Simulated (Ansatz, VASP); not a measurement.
**CoO: VASP beside Ansatz**

Contents of INCAR:

```
PREC = Accurate
ENCUT = 600
EDIFF = 1E-6
ISMEAR = -1
SIGMA = 0.05
LREAL = F
LASPH = T
NELM = 150
ALGO = Normal
ISIF = 3
LWAVE = F
LCHARG = F
ISPIN = 2
MAGMOM = 2 0
LORBIT = 11
LMAXMIX = 4
GGA = PE
IBRION = 2
NSW = 60
EDIFFG = -0.01
```

File KPOINTS:

```
Automatic mesh
0
Gamma
  12 12 12
```

File POSCAR:

```
CoO
1.0
   -1.5080000000      1.5080000000      2.1072475377
    1.5080000000     -1.5080000000      2.1072475377
    1.5080000000      1.5080000000     -2.1072475377
Co O
1 1
Direct
    0.0000000000      0.0000000000      0.0000000000
    0.5000000000      0.5000000000      0.0000000000
```

The input input.yaml:

```yaml
crystal:
  lattice:
    - [-1.508, 1.508, 2.1072475377]
    - [1.508, -1.508, 2.1072475377]
    - [1.508, 1.508, -2.1072475377]
  atoms:
    - { symbol: Co, position: [0.0, 0.0, 0.0], spin: 2.0 }
    - { symbol: O, position: [0.5, 0.5, 0.0] }
hamiltonian:
  xc: pbe
  pseudopotentials: { kind: paw }
magnetization:
  spin_polarized: true
kpoints:
  mp_grid: { grid: [12, 12, 12] }
scf:
  occupations: { method: fermi_dirac, width: 0.05 }
output:
  forces: true
  stress: true
  eigenvalues: true
  write_density: true
  write_potential: true
  elf: true
  volumetric_format: npy
relax:
  f_tol: 0.01
  max_steps: 40
  cell: { stress_tol: 0.05 }
```

Alike in both runs: task relaxation of cell and atoms; functional PBE; k mesh 12 × 12 × 12; occupations fermi-dirac, width 0.05 eV; collinear spin.

```csv
,VASP,Ansatz
version,VASP 6.6.1,Ansatz 0.2.0
potentials or method,"VASP PAW PBE potentials, release 64 (Co, O)",Ansatz PAW
plane-wave cutoff (eV),600,420
valence electrons in the cell,15,23
```

|  | VASP | Ansatz | Ansatz less VASP |
| --- | --- | --- | --- |
| gap on the k mesh at the Fermi level, each at its own relaxed structure (eV) | none | none | - |
| net moment per atom (μB) | 1.44 | 1.46 | +0.024 |
| size of the moment on the site where the two differ most (μB) | 2.53 | 2.48 | -0.050 |
| relaxed volume (Å³/atom) | 9.54 | 9.58 | +0.048 |
| relaxed cell length with the largest relative difference (Å) | 2.993 | 3.003 | +0.0100 |

Site moments also hang on the region over which each program counts them. A gap of «none» marks a metal or a gap that the smearing closes. VASP's potentials hold 15 valence electrons a cell and Ansatz's 23, so a difference there can come from the potentials and not from the codes.

Noted on Ansatz's run: the plane-wave basis is chosen anew once the cell has moved, so the energies of steps on either side of that aren't comparable.
